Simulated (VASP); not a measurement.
# SnO2 (P6_3/mmc) in VASP: notebook

The runs below take SnO2 through single point, with r2SCAN.

Everything below comes from runs of VASP 6.6.1. Logs are shortened: lines on timing, memory, paths and dates and some standing lists are left out, and cuts for length are marked.

## Step 1: The cell of the first run

Symmetry: P6_3/mmc, No. 194, hexagonal system. Conventional cell: a = 3.184 Å, b = 3.184 Å, c = 10.877 Å, α = 90.00°, β = 90.00°, γ = 120.00°. Sn (site symmetry -3m) has 6 O at 2.09 Å within 2.8 Å. Within 2.8 Å of O (site symmetry 3m) lie 3 Sn at 2.09 Å and 3 O at 2.71 Å.

## Step 2: Single point, r2SCAN

File POSCAR:

```
SnO2
1.0
    3.1838929844      0.0000000000      0.0000000000
   -1.5919464922      2.7573322074      0.0000000000
    0.0000000000      0.0000000000     10.8772678319
Sn O
2 4
Direct
    0.0000000000      0.0000000000      0.5000000000
    0.0000000000      0.0000000000      0.0000000000
    0.6666666667      0.3333333333      0.4085261166
    0.6666666667      0.3333333333      0.0914738834
    0.3333333333      0.6666666667      0.5914738834
    0.3333333333      0.6666666667      0.9085261166
```

File INCAR.step1:

```
SYSTEM = SnO2
PREC     = Accurate       ! precision mode
ENCUT    = 520            ! plane-wave cutoff, eV
ISMEAR   = 0              ! smearing method
SIGMA    = 0.1            ! smearing width, eV
LREAL    = .FALSE.        ! projectors in reciprocal space
LASPH    = .TRUE.         ! aspherical terms in the spheres
NELM     = 80             ! most SCF steps
NBANDS   = 35             ! bands
GGA      = PE             ! functional
ALGO     = Normal         ! electronic algorithm
EDIFF    = 1E-4           ! SCF threshold, eV
LWAVE    = .TRUE.         ! write WAVECAR
LCHARG   = .FALSE.        ! write CHGCAR
```

File INCAR.step2:

```
SYSTEM = SnO2
PREC     = Accurate       ! precision mode
ENCUT    = 520            ! plane-wave cutoff, eV
EDIFF    = 1E-6           ! SCF threshold, eV
ISMEAR   = 0              ! smearing method
SIGMA    = 0.1            ! smearing width, eV
LREAL    = .FALSE.        ! projectors in reciprocal space
LASPH    = .TRUE.         ! aspherical terms in the spheres
NELM     = 80             ! most SCF steps
ALGO     = Normal         ! electronic algorithm
ISIF     = 2              ! what is computed and relaxed
LWAVE    = .FALSE.        ! write WAVECAR
LCHARG   = .FALSE.        ! write CHGCAR
METAGGA  = R2SCAN         ! meta-GGA
LMIXTAU  = .TRUE.       
NBANDS   = 35             ! bands
ISTART   = 1
```

File KPOINTS:

```
regular mesh
0
G
  6 6 2
  0 0 0
```

Potentials or basis: VASP PAW PBE potentials, release 64 (Sn_d, O).

On the command line:

```console
$ cat potpaw_PBE.64/Sn_d/POTCAR potpaw_PBE.64/O/POTCAR > POTCAR
$ cp INCAR.step1 INCAR
$ mpirun -np 1 vasp_std > vasp.out
$ cp INCAR.step2 INCAR
$ mpirun -np 1 vasp_std > vasp.out
```

OUTCAR:

```text
SYSTEM = SnO2
   PREC = Accurate
   ENCUT = 520
   EDIFF = 1E-6
   ISMEAR = 0
   LREAL = .FALSE.
   LASPH = .TRUE.
   NELM = 80
   ISIF = 2
   METAGGA = R2SCAN
   ISTART = 1

 ion  position               nearest neighbor table
   1  0.000  0.000  0.500-   3 2.09   5 2.09   5 2.09   3 2.09   3 2.09   5 2.09
   2  0.000  0.000  0.000-   4 2.09   6 2.09   6 2.09   4 2.09   4 2.09   6 2.09
   3  0.667  0.333  0.409-   1 2.09   1 2.09   1 2.09
   4  0.667  0.333  0.091-   2 2.09   2 2.09   2 2.09
   5  0.333  0.667  0.591-   1 2.09   1 2.09   1 2.09
   6  0.333  0.667  0.909-   2 2.09   2 2.09   2 2.09

  LATTYP: Found a hexagonal cell.
 ALAT       =     3.1838929844
 C/A-ratio  =     3.4163421589

  Lattice vectors:

 A1 = (   3.1838929844,   0.0000000000,   0.0000000000)
 A2 = (  -1.5919464922,   2.7573322074,   0.0000000000)
 A3 = (   0.0000000000,   0.0000000000,  10.8772678319)

Analysis of symmetry for initial positions (statically):
=====================================================================
 Subroutine PRICEL returns:
 Original cell was already a primitive cell.

 Routine SETGRP: Setting up the symmetry group for a
 hexagonal supercell.

 Subroutine GETGRP returns: Found 24 space group operations
 (whereof 12 operations were pure point group operations)
 out of a pool of 24 trial point group operations.

The static configuration has the point symmetry D_3d.
 The point group associated with its full space group is D_6h.

Analysis of symmetry for dynamics (positions and initial velocities):
=====================================================================
 Subroutine PRICEL returns:
 Original cell was already a primitive cell.

 Routine SETGRP: Setting up the symmetry group for a
 hexagonal supercell.

 Subroutine GETGRP returns: Found 24 space group operations
 (whereof 12 operations were pure point group operations)
 out of a pool of 24 trial point group operations.

The dynamic configuration has the point symmetry D_3d.
 The point group associated with its full space group is D_6h.

 Subroutine INISYM returns: Found 24 space group operations
 (whereof 12 operations are pure point group operations),
 and found     1 'primitive' translations

[... 90 lines left out ...]
   NELM   =     80;   NELMIN=  2; NELMDL=  0     # of ELM steps
   EDIFF  = 0.1E-05   stopping-criterion for ELM
   LREAL  =      F    real-space projection
   EDIFFG = 0.1E-04   stopping-criterion for IOM
   NSW    =      0    number of steps for IOM
   IBRION =     -1    ionic relax: 0-MD 1-quasi-New 2-CG
   NFREE  =      0    steps in history (QN), initial steepest desc. (CG)
   ISIF   =      2    stress and relaxation
   ISYM   =      2    0-nonsym 1-usesym 2-fastsym
   POTIM  = 0.5000    time-step for ionic-motion
   TEBEG  =    0.0;   TEEND  =   0.0 temperature during run
   PSTRESS=    0.0 pullay stress
   NELECT =      52.0000    total number of electrons
   NUPDOWN=      -1.0000    fix difference up-down
   EMIN   =  10.00;   EMAX   =-10.00  energy-range for DOS
   EFERMI =   0.00;   METHOD = LEGACY
   ISMEAR =     0;   SIGMA  =   0.10  broadening in eV -4-tet -1-fermi 0-gaus
   EFERMI_NEDOS =   21; number of points for ismear=-14 and -15
   IALGO  =     38    algorithm
   IMIX   =      4    mixing-type and parameters
     AMIX     =   0.40;   BMIX     =  1.00
     AMIX_MAG =   1.60;   BMIX_MAG =  1.00
  volume/ion in A,a.u.               =      15.92       107.40
  Fermi-wavevector in a.u.,A,eV,Ry     =   1.336863  2.526304 24.316359  1.787202
  Thomas-Fermi vector in A             =   2.465456
   LORBIT       =      0    0 simple, 1 ext, 2 COOP (PROOUT), +10 PAW based schemes
   METAGGA = R2SCAN    functional components
   LHFCALC =     F    Hartree Fock is set to
   AEXX    =    0.0000 exact exchange contribution
   IVDW    =     0    specifies the selected vdW correction
   LEPSILON=     F    determine dielectric tensor
   LRPA    =     F    only Hartree local field effects (RPA)
 non-spin polarized calculation
 Gauss-broadening in eV      SIGMA  =   0.10
  energy-cutoff  :      520.00
  volume of cell :       95.49
 maximum number of plane-waves:      2592
 NGX is ok and might be reduce to    24
   NGX = 11   NGY = 11   NGZ = 41

 number of electron      51.9999984 magnetization

 Free energy of the ion-electron system (eV)
  ---------------------------------------------------
  ext. energy  EPLUGINS =         0.00000000
  ---------------------------------------------------
  free energy    TOTEN  =       -83.17484493 eV

  energy without entropy =      -83.17484493  energy(sigma->0) =      -83.17484493

 E-fermi :   2.2163     XC(G=0):  -9.8499

 val. band max:        1.7667284395   @ k =   0.3333   0.1667   0.0000
 cond. band min:       4.7743095423   @ k =   0.0000   0.0000   0.0000
 fundamental gap:      3.0075811028
 Fermi energy:         2.2162634354

 k-point     1 :       0.0000    0.0000    0.0000
  band No.  band energies     occupation
      1     -18.8245      2.00000
      2     -18.8224      2.00000
      3     -18.4619      2.00000
      4     -18.4619      2.00000
      5     -18.4619      2.00000
      6     -18.4619      2.00000
[... 521 lines left out ...]
     34      13.3644      0.00000
     35      14.6303      0.00000

------------------------ aborting loop because EDIFF is reached ----------------------------------------

  FORCE on cell =-STRESS in cart. coord.  units (eV):
  Direction    XX          YY          ZZ          XY          YZ          ZX
  --------------------------------------------------------------------------------------
  -------------------------------------------------------------------------------------
  Total        0.9819816      0.9819816      0.2085666      0.0000000      0.0000000      0.0000000
  in kB       16.4758021     16.4758021      3.4993547      0.0000000      0.0000000      0.0000000
  external PRESSURE =      12.1503197 kB  Pullay stress =       0.0000000 kB

 VOLUME and BASIS-vectors are now :
 -----------------------------------------------------------------------------
  energy-cutoff  :      520.00
  volume of cell :       95.49
      direct lattice vectors                 reciprocal lattice vectors
     3.183892984  0.000000000  0.000000000     0.314080908  0.181334697  0.000000000
    -1.591946492  2.757332207  0.000000000     0.000000000  0.362669394  0.000000000
     0.000000000  0.000000000 10.877267832     0.000000000  0.000000000  0.091934851

 POSITION                                       TOTAL-FORCE (eV/Angst)
 -----------------------------------------------------------------------------------
      0.00000      0.00000      5.43863        -0.000000      0.000000      0.000000
      0.00000      0.00000      0.00000        -0.000000      0.000000      0.000000
      1.59195      0.91911      4.44365         0.000000      0.000000     -0.060772
      1.59195      0.91911      0.99499         0.000000      0.000000      0.060772
     -0.00000      1.83822      6.43362         0.000000     -0.000000      0.060772
     -0.00000      1.83822      9.88228        -0.000000     -0.000000     -0.060772
 -----------------------------------------------------------------------------------
    total drift:                                0.000000      0.000000      0.000000

  FREE ENERGIE OF THE ION-ELECTRON SYSTEM (eV)
  ---------------------------------------------------
  free  energy   TOTEN  =       -83.1748449294 eV

  energy  without entropy=      -83.1748449294  energy(sigma->0) =      -83.17484493
```

OSZICAR.step1:

```text
N       E                     dE             d eps       ncg     rms          rms(c)
DAV:   1     0.649929090218E+03    0.64993E+03   -0.25876E+04  1075   0.210E+03
DAV:   2     0.642647841165E+02   -0.58566E+03   -0.55198E+03  1092   0.594E+02
DAV:   3    -0.368647891001E+02   -0.10113E+03   -0.99059E+02  1064   0.209E+02
DAV:   4    -0.421964430313E+02   -0.53317E+01   -0.53019E+01  1197   0.539E+01
DAV:   5    -0.423434072860E+02   -0.14696E+00   -0.14681E+00  1201   0.913E+00    0.155E+01
DAV:   6    -0.361939284338E+02    0.61495E+01   -0.18691E+01  1482   0.636E+01    0.637E+00
DAV:   7    -0.362986517536E+02   -0.10472E+00   -0.21641E+00  1077   0.834E+00    0.323E+00
DAV:   8    -0.362668015731E+02    0.31850E-01   -0.17087E-01  1465   0.397E+00    0.986E-01
DAV:   9    -0.362610573702E+02    0.57442E-02   -0.36341E-02  1489   0.279E+00    0.136E-01
DAV:  10    -0.362624427893E+02   -0.13854E-02   -0.54698E-03  1243   0.742E-01    0.612E-02
DAV:  11    -0.362625470281E+02   -0.10424E-03   -0.44957E-04  1126   0.248E-01    0.188E-02
DAV:  12    -0.362625649481E+02   -0.17920E-04   -0.88528E-05   822   0.639E-02
   1 F= -.36262565E+02 E0= -.36262565E+02  d E =-.570558E-15
```

Run time: 1.7 min. Hardware: 1 thread of Intel Xeon 6975P-C (Granite Rapids), shared host; peak memory 0.24 GiB.

Results:

```yaml
Free_energy: -83.1748 eV
Pressure: 1.2 GPa
Largest_force: 0.061 eV/Å
Band_gap_on_the_k_mesh: 3.01 eV (least direct gap 3.48 eV)
```

Forces on the atoms (eV/Å):
```
Sn   0.000  0.000  0.000
Sn   0.000  0.000  0.000
O    0.000  0.000 -0.061
O    0.000  0.000  0.061
O    0.000  0.000  0.061
O    0.000  0.000 -0.061
```

Levels at points of the mesh, in eV from the valence-band top:
```
           k point  band 23  band 24  band 25  band 26  band 27  band 28  band 29  band 30
(0.00, 0.00, 0.00)    -0.83    -0.82    -0.82    -0.48     3.01     3.70     6.42     6.82
(0.50, 0.00, 0.00)    -0.46    -0.43    -0.40    -0.08     6.33     6.47     8.05     8.68
(0.00, 0.00, 0.50)    -0.82    -0.82    -0.75    -0.75     3.35     3.35     6.63     6.63
(0.50, 0.00, 0.50)    -0.45    -0.45    -0.23    -0.23     6.40     6.40     8.34     8.34
```

Caveat: the PAW data sets were made with another functional, which shifts forces and pressure a little; spin-orbit coupling is left out, which moves the levels of the heavy elements. A k mesh can miss the band edges.

## Step 3: Single point, r2SCAN

This run uses another cell than the first one, of 16.30 Å³/atom.

File POSCAR:

```
SnO2
1.0
    3.1886189635      0.0000000000      0.0000000000
   -1.5943094818      2.7614250254      0.0000000000
    0.0000000000      0.0000000000     11.1094154830
Sn O
2 4
Direct
    0.0000000000      0.0000000000      0.5000000000
    0.0000000000      0.0000000000      0.0000000000
    0.6666666667      0.3333333333      0.4107672637
    0.6666666667      0.3333333333      0.0892327363
    0.3333333333      0.6666666667      0.5892327363
    0.3333333333      0.6666666667      0.9107672637
```

File INCAR.step1:

```
PREC = Accurate
ENCUT = 520
ISMEAR = 0
SIGMA = 0.02
LREAL = False
LASPH = True
NELM = 60
NBANDS = 35
GGA = PE
ALGO = Normal
EDIFF = 1E-4
LWAVE = True
LCHARG = False
```

File INCAR.step2:

```
PREC = Accurate
ENCUT = 520
EDIFF = 1E-6
ISMEAR = 0
SIGMA = 0.02
LREAL = False
LASPH = True
NELM = 60
ALGO = Normal
ISIF = 2
LWAVE = False
LCHARG = False
METAGGA = R2SCAN
LMIXTAU = True
NBANDS = 35
ISTART = 1
```

File KPOINTS:

```
Automatic mesh
0
Gamma
  12 12 2
```

Potentials or basis: VASP PAW PBE potentials, release 64 (Sn_d, O).

On the command line:

```console
$ cat potpaw_PBE.64/Sn_d/POTCAR potpaw_PBE.64/O/POTCAR > POTCAR
$ cp INCAR.step1 INCAR
$ mpirun -np 1 vasp_std > vasp.out
$ cp INCAR.step2 INCAR
$ mpirun -np 1 vasp_std > vasp.out
```

It took 3.6 min on 1 thread of Intel Xeon 6975P-C (Granite Rapids), shared host; peak memory 0.28 GiB.

The run converged. Its results:

```
Free energy            : -83.1783 eV
Pressure               : 0.9 GPa
Largest force          : 0.088 eV/Å
Band gap on the k mesh : 3.02 eV (least direct gap 3.54 eV)
```

Forces on the atoms (eV/Å):
```
Sn   0.000  0.000  0.000
Sn   0.000  0.000  0.000
O    0.000  0.000 -0.088
O    0.000  0.000  0.088
O    0.000  0.000  0.088
O    0.000  0.000 -0.088
```

Stress tensor (GPa, compression positive):
```
1.22 0.00 0.00
0.00 1.22 0.00
0.00 0.00 0.38
```

Levels at points of the mesh, in eV from the valence-band top:
```csv
k point,band 24,band 25,band 26,band 27,band 28,band 29
"(0.00, 0.00, 0.00)",-0.83,-0.83,-0.52,3.02,3.64,6.42
"(0.50, 0.00, 0.00)",-0.43,-0.37,-0.11,6.33,6.44,8.08
"(0.00, 0.00, 0.50)",-0.84,-0.75,-0.75,3.33,3.33,6.62
"(0.50, 0.00, 0.50)",-0.45,-0.23,-0.23,6.38,6.38,8.34
```

Caveat: the PAW data sets were made with another functional, which shifts forces and pressure a little; spin-orbit coupling is left out, which moves the levels of the heavy elements. A k mesh can miss the band edges.

## Step 4: Single point, r2SCAN

This run uses another cell than the first one, of 16.30 Å³/atom.

POSCAR is that of step 3.

INCAR.step1: that of step 3 with these lines changed.

```diff
@@ -3,6 +3,6 @@
 ISMEAR = 0
-SIGMA = 0.02
+SIGMA = 0.05
 LREAL = False
 LASPH = True
-NELM = 60
+NELM = 100
 NBANDS = 35
```

INCAR.step2: that of step 3 with these lines changed.

```diff
@@ -4,6 +4,6 @@
 ISMEAR = 0
-SIGMA = 0.02
+SIGMA = 0.05
 LREAL = False
 LASPH = True
-NELM = 60
+NELM = 100
 ALGO = Normal
```

KPOINTS is that of step 3.

On the command line:

```console
$ cat potpaw_PBE.64/Sn_d/POTCAR potpaw_PBE.64/O/POTCAR > POTCAR
$ cp INCAR.step1 INCAR
$ mpirun -np 1 vasp_std > vasp.out
$ cp INCAR.step2 INCAR
$ mpirun -np 1 vasp_std > vasp.out
```

Run time: 3.9 min. Hardware: 1 thread of Intel Xeon 6975P-C (Granite Rapids), shared host; peak memory 0.28 GiB.

Results (log left out):

| Quantity | Value |
| --- | --- |
| Free energy | -83.1783 eV |
| Pressure | 0.9 GPa |
| Largest force | 0.088 eV/Å |
| Band gap on the k mesh | 3.02 eV (least direct gap 3.54 eV) |

Forces in eV/Å, atoms in the order of the input:
```
Sn   0.000  0.000  0.000
Sn   0.000  0.000  0.000
O    0.000  0.000 -0.088
O    0.000  0.000  0.088
O    0.000  0.000  0.088
O    0.000  0.000 -0.088
```

Stress tensor (GPa, compression positive):
```
1.22 0.00 0.00
0.00 1.22 0.00
0.00 0.00 0.38
```

Levels at points of the mesh, in eV from the valence-band top:
```tsv
k point	band 22	band 23	band 24	band 25	band 26	band 27	band 28	band 29	band 30	band 31
(0.00, 0.00, 0.00)	-0.84	-0.84	-0.83	-0.83	-0.52	3.02	3.64	6.42	6.79	10.50
(0.50, 0.00, 0.00)	-1.20	-0.46	-0.43	-0.37	-0.11	6.33	6.44	8.08	8.64	10.97
(0.00, 0.00, 0.50)	-0.84	-0.84	-0.84	-0.75	-0.75	3.33	3.33	6.62	6.62	10.51
(0.50, 0.00, 0.50)	-1.30	-0.45	-0.45	-0.23	-0.23	6.38	6.38	8.34	8.34	11.13
```

Caveat: the PAW data sets were made with another functional, which shifts forces and pressure a little; spin-orbit coupling is left out, which moves the levels of the heavy elements.

## Step 5: The runs side by side

```csv
cell,k mesh,smearing,gap on the mesh (eV),pressure (GPa),largest force (eV/Å)
"a = 3.184, b = 3.184, c = 10.877 Å, angles 90.0, 90.0, 120.0°, 6 atoms, atomic positions A",6 × 6 × 2,gaussian 0.1 eV,3.01,1.2,0.06
"a = 3.189, b = 3.189, c = 11.109 Å, angles 90.0, 90.0, 120.0°, 6 atoms, atomic positions B",12 × 12 × 2,gaussian 0.02 eV,3.02,0.9,0.09
"a = 3.189, b = 3.189, c = 11.109 Å, angles 90.0, 90.0, 120.0°, 6 atoms, atomic positions B",12 × 12 × 2,gaussian 0.05 eV,3.02,0.9,0.09
```

Alike in all rows: task single point; level r2SCAN; potentials or basis VASP PAW PBE potentials, release 64 (Sn_d, O); no spin polarisation; cutoff (eV) 520.

Caveats: the PAW data sets were made with another functional, which shifts forces and pressure a little; spin-orbit coupling is left out, which moves the levels of the heavy elements.

Total energies depend on the potentials used, so only differences within one code and one set of settings carry meaning.
